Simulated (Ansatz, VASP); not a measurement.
## One calculation of Cs4Zn, two programs

```
CELL_PARAMETERS angstrom
-3.10114 3.10114 3.44694
3.10114 -3.10114 3.44694
3.10114 3.10114 -3.44694
ATOMIC_POSITIONS crystal
Cs 0.43184 0.93184 0.86367
Cs 0.06816 0.56816 0.13633
Cs 0.93184 0.06816 0.50000
Cs 0.56816 0.43184 0.50000
Zn 0.50000 0.50000 0.00000
```

Alike in both runs: task relaxation of cell and atoms; functional PBE; k mesh 4 × 4 × 4; occupations gaussian, width 0.1 eV; no spin polarisation.

|  | VASP | Ansatz |
| --- | --- | --- |
| version | VASP 6.6.1 | Ansatz 0.2.0 |
| potentials or method | VASP PAW PBE potentials, release 64 (Cs_sv, Zn), cutoff 600 eV | scalar-relativistic, plane waves, PAW |
| valence electrons in the cell | 48 | 48 |

VASP gave:

* gap on the k mesh at the Fermi level, each at its own relaxed structure (eV): none
* relaxed volume (Å³/atom): 83.71
* relaxed length of the cell vector where the two differ most in proportion (Å): 8.164

**Question.** What did Ansatz give for the same quantities?

**Answer.** gap on the k mesh at the Fermi level, each at its own relaxed structure (eV): none; relaxed volume (Å³/atom): 80.24; relaxed length of the cell vector where the two differ most in proportion (Å): 8.049.

A gap of «none» marks a metal or a gap that the smearing closes.

Neither program's run includes spin-orbit coupling. Noted on VASP's run: the volume moved by over 15 % at a fixed basis, so the end points are rough.
